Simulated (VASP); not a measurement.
Here is a VASP 6.6.1 calculation.

The input POSCAR:

```
Hf
1.0
    3.1987335297      0.0000000000      0.0000000000
   -1.5993667648      2.7701844966      0.0000000000
    0.0000000000      0.0000000000      5.0505021987
Hf
2
Direct
    0.3333333333      0.6666666667      0.2500000000
    0.6666666667      0.3333333333      0.7500000000
```

INCAR.step1

```
  PREC = Accurate
  ENCUT = 520
  ISMEAR = 1
  SIGMA = 1.0
  LREAL = F
  LASPH = T
  NELM = 60
  NBANDS = 17
  GGA = PE
  ALGO = Normal
  EDIFF = 1E-4
  LWAVE = T
  LCHARG = F
```

INCAR.step2

```
  PREC = Accurate
  ENCUT = 520
  EDIFF = 1E-7
  ISMEAR = 1
  SIGMA = 1.0
  LREAL = F
  LASPH = T
  NELM = 60
  ALGO = Normal
  ISIF = 2
  LWAVE = F
  LCHARG = T
  METAGGA = R2SCAN
  LMIXTAU = T
  LELF = T
  LVHAR = T
  NBANDS = 17
  ISTART = 1
```

KPOINTS

```
Automatic mesh
0
Gamma
  11 11 6
```

Potentials or basis: VASP PAW PBE potentials, release 64 (Hf_pv).

Launch:

```bash
$ cat potpaw_PBE.64/Hf_pv/POTCAR > POTCAR
$ cp INCAR.step1 INCAR
$ mpirun -np 1 vasp_std > vasp.out
$ cp INCAR.step2 INCAR
$ mpirun -np 1 vasp_std > vasp.out
```

(1) Predict the pressure.

(2) Predict the band gap on the k mesh.

## Answers

(1) -0.9 GPa.

(2) zero (bands 10 and 11 overlap by 1.70 eV).

Caveat: so wide a smearing shifts energies and pressures; the PAW data sets were made with another functional, which shifts forces and pressure a little; spin-orbit coupling is left out, which moves the levels of the heavy elements.
